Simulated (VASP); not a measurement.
The system is Rh.

```
Rh
1.0
     0.00000    1.89785    1.89785
     1.89785    0.00000    1.89785
     1.89785    1.89785    0.00000
Rh
1
Direct
  0.00000 0.00000 0.00000
```

Base run:

- Program: VASP 6.6.1
- Functional: PBE
- Potentials or basis: VASP PAW PBE potentials, release 64 (Rh_pv)
- Cutoff: 500 eV
- k mesh: 8 × 8 × 8
- Occupations: methfessel-paxton, width 0.01 eV
- Spin: no spin polarisation

Its results: pressure 8.3 GPa.

Question: The run is repeated on the same cell with these changes: k mesh from 8 × 8 × 8 to 9 × 9 × 9. What comes out?

Answer: Pressure 7.5 GPa.
